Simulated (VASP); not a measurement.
Wanted: the native input for a VASP 6.6.1 run.

* Task: single point
* Functional: PBE
* Potentials or basis: VASP PAW PBE potentials, release 64 (As, Y_sv, Li_sv)
* Cutoff: 750 eV
* k mesh: 8 × 8 × 5
* Occupations: fermi-dirac, width 0.1 eV
* Spin: no spin polarisation
* Dipole correction: no
* Further INCAR settings: ALGO = Normal; EDIFF = 1e-06; NBANDS = 28

The structure of LiYAs lies in POSCAR:

```
LiYAs
1.0
    4.2240930000      0.0000000000      0.0000000000
    0.0000000000      4.2240930000      0.0000000000
    0.0000000000      0.0000000000      7.0798790000
As Y Li
2 2 2
Direct
    0.2500000000      0.2500000000      0.2362600000
    0.7500000000      0.7500000000      0.7637400000
    0.7500000000      0.2500000000      0.0000000000
    0.2500000000      0.7500000000      0.0000000000
    0.2500000000      0.2500000000      0.6550000000
    0.7500000000      0.7500000000      0.3450000000
```

One way to write it, as run:

INCAR

```
ALGO = Normal
EDIFF = 1E-6
ENCUT = 750
GGA = PE
GGA_COMPAT = F
ISIF = 2
ISMEAR = -1
LASPH = T
LCHARG = F
LREAL = F
LWAVE = F
NBANDS = 28
NELM = 120
PREC = Accurate
SIGMA = 0.1
```

KPOINTS

```
k-points
0
Gamma
  8 8 5
```

Potentials or basis: VASP PAW PBE potentials, release 64 (As, Y_sv, Li_sv).

Command:

```bash
$ cat potpaw_PBE.64/As/POTCAR potpaw_PBE.64/Y_sv/POTCAR potpaw_PBE.64/Li_sv/POTCAR > POTCAR
$ mpirun -np 1 vasp_std > vasp.out
```

It gave:

The pressure is 15.1 GPa. The largest force is 2.565 eV/Å. The band gap on the k mesh is zero (bands 19 and 20 overlap by 1.53 eV).

Caveat: the stress differs along the axes, from 11 to 17 GPa; forces of over 1 eV/Å act on the atoms, so gaps and moduli don't describe the material at rest.

Run time: 7.5 min on 1 thread of Intel(R) Xeon(R) Platinum 8259CL CPU @ 2.50GHz (Skylake/Cascade Lake), with other jobs on the host, peak memory 0.51 GiB.
